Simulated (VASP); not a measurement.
# Y (P6_3/mmc) in VASP: notebook, part 2 of 2

VASP 6.6.1. The steps go on from the part before.

## (4) Relaxation of cell and atoms, PBEsol, target pressure 3 GPa, at which the enthalpy is minimised

This run uses another cell than the first one, of 30.43 Å³/atom.

File INCAR:

```
ALGO = Normal ; EDIFF = 1E-7
EDIFFG = -0.008 ; ENCUT = 500
GGA = PS ; GGA_COMPAT = F
IBRION = 2 ; ISIF = 3
ISMEAR = 0 ; LASPH = T
LCHARG = F ; LREAL = F
LWAVE = F ; NELM = 120
NELMIN = 4 ; NSW = 70
PREC = Accurate ; PSTRESS = 30.0
SIGMA = 0.1
```

File KPOINTS:

```
k-points
0
Gamma
  12 12 8
```

File POSCAR:

```
Y
1.0
    3.5638707126      0.0000000000      0.0000000000
   -1.7819353563      3.0864025730      0.0000000000
    0.0000000000      0.0000000000      5.5335190834
Y
2
Direct
    0.3333333333      0.6666666667      0.2500000000
    0.6666666667      0.3333333333      0.7500000000
```

Command:

```
cat potpaw_PBE.64/Y_sv/POTCAR > POTCAR
mpirun -np 1 vasp_std > vasp.out
```

Run time: 8.9 min. Hardware: 1 thread of Oxide Virtual Turin-like, shared host; peak memory 0.22 GiB.

Results (log left out):

```
Free energy                                                : -13.6140 eV
Relaxed volume                                             : 29.26 Å³/atom
Relaxed cell                                               : a = 3.516 Å, b = 3.516 Å, c = 5.465 Å, α = 90.00°, β = 90.00°, γ = 120.00°
Space group after relaxing (to 0.1 Å)                      : P6_3/mmc (No. 194)
Energy change on relaxing (the run minimises the enthalpy) : +14.8 meV/atom
Ionic steps                                                : 5
Pressure after relaxing                                    : 3.0 GPa
Band gap on the k mesh                                     : zero (bands 11 and 12 overlap by 1.80 eV)
```

Step by step:
| step | energy change (eV) | largest force (eV/Å) | pressure (GPa) | volume (Å³) |
| --- | --- | --- | --- | --- |
| 1 | 0.0000 | 0.0000 | 1.11 | 60.87 |
| 2 | 0.0455 | 0.0000 | 3.66 | 57.76 |
| 3 | 0.0300 | 0.0000 | 3.00 | 58.51 |
| 4 | 0.0309 | 0.0000 | 3.05 | 58.46 |
| 5 | 0.0295 | 0.0000 | 2.98 | 58.53 |

Final structure:
```xyz
2
Lattice="3.5165 0.0000 0.0000 -1.7582 3.0454 0.0000 0.0000 0.0000 5.4653" Properties=species:S:1:pos:R:3 pbc="T T T"
Y     0.0000    2.0303    1.3663
Y     1.7582    1.0151    4.0990
```

Levels at points of the mesh, in eV from the Fermi level:
```csv
k point,band 7,band 8,band 9,band 10,band 11,band 12,band 13,band 14,band 15
"(0.00, 0.00, 0.00)",-21.97,-21.92,-4.88,-2.05,1.36,1.81,1.81,2.25,2.53
"(0.50, 0.00, 0.00)",-22.15,-22.05,-1.74,-1.44,-1.00,0.09,1.46,1.63,2.33
"(0.00, 0.00, 0.50)",-22.04,-22.04,-3.27,-3.27,1.03,1.03,1.70,1.70,1.70
"(0.50, 0.00, 0.50)",-22.13,-22.13,-1.85,-1.85,0.04,0.04,1.72,1.72,2.99
```

Caveat: the cell is relaxed towards a set pressure, so the run minimises the enthalpy, not the energy; the PAW data sets were made with another functional, which shifts forces and pressure a little.

## (5) Single point, PBEsol (biaxial strain in the a-b plane: +1.0 %)

File INCAR:

```
PREC     = Accurate       # precision mode
ENCUT    = 520            # plane-wave cutoff, eV
EDIFF    = 1E-6           # SCF threshold, eV
ISMEAR   = 0              # smearing method
SIGMA    = 0.1            # smearing width, eV
LREAL    = False          # projectors in reciprocal space
LASPH    = True           # aspherical terms in the spheres
NELM     = 80             # most SCF steps
ALGO     = Fast           # electronic algorithm
ISIF     = 2              # what is computed and relaxed
LWAVE    = False          # write WAVECAR
LCHARG   = False          # write CHGCAR
GGA      = PS             # functional
NBANDS   = 18             # bands
```

File KPOINTS:

```
regular mesh
0
Gamma
  18 18 10
```

File POSCAR:

```
Y
1.0
    3.6334917871      0.0000000000      0.0000000000
   -1.8167458935      3.1466961921      0.0000000000
    0.0000000000      0.0000000000      5.5522455518
Y
2
Direct
    0.3333333333      0.6666666667      0.2500000000
    0.6666666667      0.3333333333      0.7500000000
```

Potentials or basis: VASP PAW PBE potentials, release 64 (Y_sv).

Command:

```
cat potpaw_PBE.64/Y_sv/POTCAR > POTCAR
mpirun -np 1 vasp_std > vasp.out
```

OUTCAR:

```text
PREC = Accurate
   ENCUT = 520
   EDIFF = 1E-6
   ISMEAR = 0
   LREAL = False
   LASPH = True
   NELM = 80
   ISIF = 2
   GGA = PS

 ion  position               nearest neighbor table
   1  0.333  0.667  0.250-   2 3.48   2 3.48   2 3.48   2 3.48   2 3.48   2 3.48
   2  0.667  0.333  0.750-   1 3.48   1 3.48   1 3.48   1 3.48   1 3.48   1 3.48

  LATTYP: Found a hexagonal cell.
 ALAT       =     3.6334917871
 C/A-ratio  =     1.5280743365

  Lattice vectors:

 A1 = (   3.6334917871,   0.0000000000,   0.0000000000)
 A2 = (  -1.8167458935,   3.1466961921,   0.0000000000)
 A3 = (   0.0000000000,   0.0000000000,   5.5522455518)

Analysis of symmetry for initial positions (statically):
=====================================================================
 Subroutine PRICEL returns:
 Original cell was already a primitive cell.

 Routine SETGRP: Setting up the symmetry group for a
 hexagonal supercell.

 Subroutine GETGRP returns: Found 24 space group operations
 (whereof 12 operations were pure point group operations)
 out of a pool of 24 trial point group operations.

The static configuration has the point symmetry D_3d.
 The point group associated with its full space group is D_6h.

Analysis of symmetry for dynamics (positions and initial velocities):
=====================================================================
 Subroutine PRICEL returns:
 Original cell was already a primitive cell.

 Routine SETGRP: Setting up the symmetry group for a
 hexagonal supercell.

 Subroutine GETGRP returns: Found 24 space group operations
 (whereof 12 operations were pure point group operations)
 out of a pool of 24 trial point group operations.

The dynamic configuration has the point symmetry D_3d.
 The point group associated with its full space group is D_6h.

 Subroutine INISYM returns: Found 24 space group operations
 (whereof 12 operations are pure point group operations),
 and found     1 'primitive' translations

[... 111 lines left out ...]
   IALGO  =     68    algorithm
   IMIX   =      4    mixing-type and parameters
     AMIX     =   0.40;   BMIX     =  1.00
     AMIX_MAG =   1.60;   BMIX_MAG =  1.00
  volume/ion in A,a.u.               =      31.74       214.20
  Fermi-wavevector in a.u.,A,eV,Ry     =   1.149917  2.173028 17.991108  1.322309
  Thomas-Fermi vector in A             =   2.286584
   LORBIT       =      0    0 simple, 1 ext, 2 COOP (PROOUT), +10 PAW based schemes
   GGA     = PS    functional components
   LHFCALC =     F    Hartree Fock is set to
   AEXX    =    0.0000 exact exchange contribution
   IVDW    =     0    specifies the selected vdW correction
   LEPSILON=     F    determine dielectric tensor
   LRPA    =     F    only Hartree local field effects (RPA)
 non-spin polarized calculation
 RMM-DIIS sequential band-by-band and
 Gauss-broadening in eV      SIGMA  =   0.10
  energy-cutoff  :      520.00
  volume of cell :       63.48
 maximum number of plane-waves:      1728
 NGX is ok and might be reduce to    28
   NGX = 13   NGY = 13   NGZ = 21

 number of electron      22.0000002 magnetization

 Free energy of the ion-electron system (eV)
  ---------------------------------------------------
  ext. energy  EPLUGINS =         0.00000000
  ---------------------------------------------------
  free energy    TOTEN  =       -13.64407749 eV

  energy without entropy =      -13.62505207  energy(sigma->0) =      -13.63456478

 E-fermi :   3.0368     XC(G=0):  -9.6674

 val. band max:        3.0352461740   @ k =   0.2778  -0.0000   0.4000
 cond. band min:       3.0374160125   @ k =   0.3333   0.2222   0.3000
 fundamental gap:      0.0021698386
 Fermi energy:         3.0368434048

 k-point     1 :       0.0000    0.0000    0.0000
  band No.  band energies     occupation
      1     -39.4710      2.00000
      2     -39.3761      2.00000
      3     -19.8322      2.00000
      4     -19.2941      2.00000
      5     -19.2941      2.00000
      6     -19.1795      2.00000
[... 481 lines left out ...]
      5     -19.5409      2.00000
      6     -19.4383      2.00000
[... 10 lines left out ...]
     17       8.0022      0.00000
     18       8.7306      0.00000

 [... further k-points ...]

------------------------ aborting loop because EDIFF is reached ----------------------------------------

  FORCE on cell =-STRESS in cart. coord.  units (eV):
  Direction    XX          YY          ZZ          XY          YZ          ZX
  --------------------------------------------------------------------------------------
  -------------------------------------------------------------------------------------
  Total       -0.3797965     -0.3797965     -0.0150540     -0.0000000     -0.0000000     -0.0000000
  in kB       -9.5854810     -9.5854810     -0.3799404     -0.0000000     -0.0000000     -0.0000000
  external PRESSURE =      -6.5169674 kB  Pullay stress =       0.0000000 kB

 VOLUME and BASIS-vectors are now :
 -----------------------------------------------------------------------------
  energy-cutoff  :      520.00
  volume of cell :       63.48
      direct lattice vectors                 reciprocal lattice vectors
     3.633491787  0.000000000  0.000000000     0.275217355  0.158896814  0.000000000
    -1.816745894  3.146696192  0.000000000     0.000000000  0.317793628  0.000000000
     0.000000000  0.000000000  5.552245552     0.000000000  0.000000000  0.180107308

 POSITION                                       TOTAL-FORCE (eV/Angst)
 -----------------------------------------------------------------------------------
     -0.00000      2.09780      1.38806         0.000000      0.000000      0.000000
      1.81675      1.04890      4.16418        -0.000000     -0.000000      0.000000
 -----------------------------------------------------------------------------------
    total drift:                               -0.000000      0.000000     -0.000000

  FREE ENERGIE OF THE ION-ELECTRON SYSTEM (eV)
  ---------------------------------------------------
  free  energy   TOTEN  =       -13.6440774854 eV

  energy  without entropy=      -13.6250520736  energy(sigma->0) =      -13.63456478
```

OSZICAR:

```text
N       E                     dE             d eps       ncg     rms          rms(c)
DAV:   1     0.873533954618E+02    0.87353E+02   -0.11313E+04  8000   0.116E+03
DAV:   2    -0.637294071684E+01   -0.93726E+02   -0.92130E+02  9792   0.259E+02
DAV:   3    -0.138810652922E+02   -0.75081E+01   -0.74328E+01 13970   0.435E+01
DAV:   4    -0.140883269745E+02   -0.20726E+00   -0.20710E+00  9816   0.730E+00
DAV:   5    -0.140930199535E+02   -0.46930E-02   -0.46915E-02 11500   0.851E-01    0.339E+01
RMM:   6    -0.137201548768E+02    0.37287E+00   -0.41774E-01  8618   0.359E+00    0.212E+01
RMM:   7    -0.136598192399E+02    0.60336E-01   -0.10509E+00 10671   0.560E+00    0.189E+00
RMM:   8    -0.136418230439E+02    0.17996E-01   -0.14636E-01  9400   0.229E+00    0.875E-01
RMM:   9    -0.136438403524E+02   -0.20173E-02   -0.27493E-02 12702   0.731E-01    0.559E-01
RMM:  10    -0.136467284603E+02   -0.28881E-02   -0.11660E-02 14445   0.393E-01    0.206E+00
RMM:  11    -0.136439052643E+02    0.28232E-02   -0.52594E-03 11155   0.615E-01    0.201E-01
RMM:  12    -0.136440817472E+02   -0.17648E-03   -0.68162E-04 13376   0.163E-01    0.343E-01
RMM:  13    -0.136440649100E+02    0.16837E-04   -0.31978E-04 14132   0.880E-02    0.163E-01
RMM:  14    -0.136440663478E+02   -0.14378E-05   -0.14047E-04 13848   0.654E-02    0.285E-02
RMM:  15    -0.136440727544E+02   -0.64066E-05   -0.68568E-05 13632   0.338E-02    0.156E-02
RMM:  16    -0.136440754518E+02   -0.26974E-05   -0.28514E-05 11230   0.174E-02    0.395E-03
RMM:  17    -0.136440767476E+02   -0.12958E-05   -0.12839E-05  9923   0.108E-02    0.704E-03
RMM:  18    -0.136440774854E+02   -0.73783E-06   -0.71084E-06  7970   0.717E-03
   1 F= -.13644077E+02 E0= -.13634565E+02  d E =-.190254E-01
```

Wall time 6.4 min (1 thread of Oxide Virtual Turin-like, shared host); peak memory 0.33 GiB.

What came out:

| Property | Result |
| --- | --- |
| Free energy | -13.6441 eV |
| Pressure | -0.7 GPa |
| Band gap on the k mesh | zero (bands 11 and 12 overlap by 1.70 eV) |

Stress tensor (GPa, compression positive):
```
-0.96  0.00  0.00
 0.00 -0.96  0.00
 0.00  0.00 -0.04
```

Caveat: the cell differs from its parent crystal (biaxial strain in the a-b plane: +1.0 %); the PAW data sets were made with another functional, which shifts forces and pressure a little.

## (6) Single point, PBEsol (biaxial strain in the a-b plane: +2.0 %)

File INCAR:

```
SYSTEM = Y
  PREC = Accurate
  ENCUT = 520
  EDIFF = 1E-7
  ISMEAR = 0
  SIGMA = 0.1
  LREAL = .FALSE.
  LASPH = .TRUE.
  NELM = 100
  ALGO = Fast
  ISIF = 2
  LWAVE = .FALSE.
  LCHARG = .FALSE.
  GGA = PS
  NBANDS = 18
```

File KPOINTS:

```
regular mesh
0
G
  18 18 10
  0 0 0
```

File POSCAR:

```
Y
1.0
    3.6694669533      0.0000000000      0.0000000000
   -1.8347334766      3.1778515999      0.0000000000
    0.0000000000      0.0000000000      5.5187309911
Y
2
Direct
    0.3333333333      0.6666666667      0.2500000000
    0.6666666667      0.3333333333      0.7500000000
```

Potentials or basis: VASP PAW PBE potentials, release 64 (Y_sv).

Command:

```
cat potpaw_PBE.64/Y_sv/POTCAR > POTCAR
mpirun -np 1 vasp_std > vasp.out
```

OUTCAR:

```text
SYSTEM = Y
   PREC = Accurate
   ENCUT = 520
   EDIFF = 1E-7
   ISMEAR = 0
   LREAL = .FALSE.
   LASPH = .TRUE.
   NELM = 100
   ISIF = 2
   GGA = PS

 ion  position               nearest neighbor table
   1  0.333  0.667  0.250-   2 3.48   2 3.48   2 3.48   2 3.48   2 3.48   2 3.48
   2  0.667  0.333  0.750-   1 3.48   1 3.48   1 3.48   1 3.48   1 3.48   1 3.48

  LATTYP: Found a hexagonal cell.
 ALAT       =     3.6694669533
 C/A-ratio  =     1.5039598561

  Lattice vectors:

 A1 = (   3.6694669533,   0.0000000000,   0.0000000000)
 A2 = (  -1.8347334766,   3.1778515999,   0.0000000000)
 A3 = (   0.0000000000,   0.0000000000,   5.5187309911)

Analysis of symmetry for initial positions (statically):
=====================================================================
 Subroutine PRICEL returns:
 Original cell was already a primitive cell.

 Routine SETGRP: Setting up the symmetry group for a
 hexagonal supercell.

 Subroutine GETGRP returns: Found 24 space group operations
 (whereof 12 operations were pure point group operations)
 out of a pool of 24 trial point group operations.

The static configuration has the point symmetry D_3d.
 The point group associated with its full space group is D_6h.

Analysis of symmetry for dynamics (positions and initial velocities):
=====================================================================
 Subroutine PRICEL returns:
 Original cell was already a primitive cell.

 Routine SETGRP: Setting up the symmetry group for a
 hexagonal supercell.

 Subroutine GETGRP returns: Found 24 space group operations
 (whereof 12 operations were pure point group operations)
 out of a pool of 24 trial point group operations.

The dynamic configuration has the point symmetry D_3d.
 The point group associated with its full space group is D_6h.

[... 113 lines left out ...]
   ISMEAR =     0;   SIGMA  =   0.10  broadening in eV -4-tet -1-fermi 0-gaus
   EFERMI_NEDOS =   21; number of points for ismear=-14 and -15
   IALGO  =     68    algorithm
   IMIX   =      4    mixing-type and parameters
     AMIX     =   0.40;   BMIX     =  1.00
     AMIX_MAG =   1.60;   BMIX_MAG =  1.00
  volume/ion in A,a.u.               =      32.18       217.14
  Fermi-wavevector in a.u.,A,eV,Ry     =   1.144697  2.163163 17.828131  1.310331
  Thomas-Fermi vector in A             =   2.281388
   LORBIT       =      0    0 simple, 1 ext, 2 COOP (PROOUT), +10 PAW based schemes
   GGA     = PS    functional components
   LHFCALC =     F    Hartree Fock is set to
   AEXX    =    0.0000 exact exchange contribution
   IVDW    =     0    specifies the selected vdW correction
   LEPSILON=     F    determine dielectric tensor
   LRPA    =     F    only Hartree local field effects (RPA)
 non-spin polarized calculation
 RMM-DIIS sequential band-by-band and
 Gauss-broadening in eV      SIGMA  =   0.10
  energy-cutoff  :      520.00
  volume of cell :       64.35
 maximum number of plane-waves:      1752
 NGX is ok and might be reduce to    28
   NGX = 13   NGY = 13   NGZ = 21

 number of electron      22.0000001 magnetization

 Free energy of the ion-electron system (eV)
  ---------------------------------------------------
  ext. energy  EPLUGINS =         0.00000000
  ---------------------------------------------------
  free energy    TOTEN  =       -13.63323001 eV

  energy without entropy =      -13.61426081  energy(sigma->0) =      -13.62374541

 E-fermi :   2.9632     XC(G=0):  -9.6127

 val. band max:        2.9627533138   @ k =   0.3333   0.1111   0.2000
 cond. band min:       2.9633765381   @ k =   0.3889   0.2222   0.4000
 fundamental gap:      0.0006232243
 Fermi energy:         2.9631793761

 k-point     1 :       0.0000    0.0000    0.0000
  band No.  band energies     occupation
      1     -39.5763      2.00000
      2     -39.4815      2.00000
      3     -19.9293      2.00000
      4     -19.4150      2.00000
      5     -19.4150      2.00000
      6     -19.2962      2.00000
[... 481 lines left out ...]
      5     -19.6267      2.00000
      6     -19.5479      2.00000
[... 10 lines left out ...]
     17       7.8152      0.00000
     18       8.6089      0.00000

 [... further k-points ...]

------------------------ aborting loop because EDIFF is reached ----------------------------------------

  FORCE on cell =-STRESS in cart. coord.  units (eV):
  Direction    XX          YY          ZZ          XY          YZ          ZX
  --------------------------------------------------------------------------------------
  -------------------------------------------------------------------------------------
  Total       -0.7269215     -0.7269215      0.0127649     -0.0000000      0.0000000     -0.0000000
  in kB      -18.0976532    -18.0976532      0.3177988     -0.0000000      0.0000000     -0.0000000
  external PRESSURE =     -11.9591692 kB  Pullay stress =       0.0000000 kB

 VOLUME and BASIS-vectors are now :
 -----------------------------------------------------------------------------
  energy-cutoff  :      520.00
  volume of cell :       64.35
      direct lattice vectors                 reciprocal lattice vectors
     3.669466953  0.000000000  0.000000000     0.272519146  0.157339002  0.000000000
    -1.834733477  3.177851600  0.000000000     0.000000000  0.314678004  0.000000000
     0.000000000  0.000000000  5.518730991     0.000000000  0.000000000  0.181201077

 POSITION                                       TOTAL-FORCE (eV/Angst)
 -----------------------------------------------------------------------------------
     -0.00000      2.11857      1.37968        -0.000000     -0.000000      0.000000
      1.83473      1.05928      4.13905         0.000000      0.000000      0.000000
 -----------------------------------------------------------------------------------
    total drift:                               -0.000000      0.000000     -0.000000

  FREE ENERGIE OF THE ION-ELECTRON SYSTEM (eV)
  ---------------------------------------------------
  free  energy   TOTEN  =       -13.6332300116 eV

  energy  without entropy=      -13.6142608136  energy(sigma->0) =      -13.62374541
```

Wall time 7.6 min (1 thread of Oxide Virtual Turin-like, shared host); peak memory 0.33 GiB.

Results:

- Free energy: -13.6332 eV
- Pressure: -1.2 GPa
- Band gap on the k mesh: zero (bands 11 and 12 overlap by 1.79 eV)

Caveat: the cell differs from its parent crystal (biaxial strain in the a-b plane: +2.0 %); the PAW data sets were made with another functional, which shifts forces and pressure a little.

## (7) Summary

```csv
task,cell,k mesh,cutoff (eV),gap on the mesh (eV),pressure (GPa)
relaxation of cell and atoms,"relaxed to 8 GPa from a = 3.428, b = 3.428, c = 5.327 Å, angles 90.0, 90.0, 120.0°, 2 atoms",12 × 12 × 8,500,none,8.0
relaxation of cell and atoms,"relaxed to 30 GPa from a = 3.200, b = 3.200, c = 5.074 Å, angles 90.0, 90.0, 120.0°, 2 atoms",18 × 18 × 8,500,none,30.0
relaxation of cell and atoms,"relaxed to 3 GPa from a = 3.564, b = 3.564, c = 5.534 Å, angles 90.0, 90.0, 120.0°, 2 atoms",12 × 12 × 8,500,none,3.0
single point,"a = 3.633, b = 3.633, c = 5.552 Å, angles 90.0, 90.0, 120.0°, 2 atoms",18 × 18 × 10,520,none,-0.7
single point,"a = 3.669, b = 3.669, c = 5.519 Å, angles 90.0, 90.0, 120.0°, 2 atoms",18 × 18 × 10,520,none,-1.2
```

Alike in all rows: level PBEsol; potentials or basis VASP PAW PBE potentials, release 64 (Y_sv); no spin polarisation; smearing gaussian 0.1 eV.

Caveats: the PAW data sets were made with another functional, which shifts forces and pressure a little; the cell is relaxed towards a set pressure, so the run minimises the enthalpy, not the energy (at least some runs).

Absolute energies hang on the potentials; compare differences alone.

The gap in the log of VASP goes by the Fermi energy; the results here count the filled bands.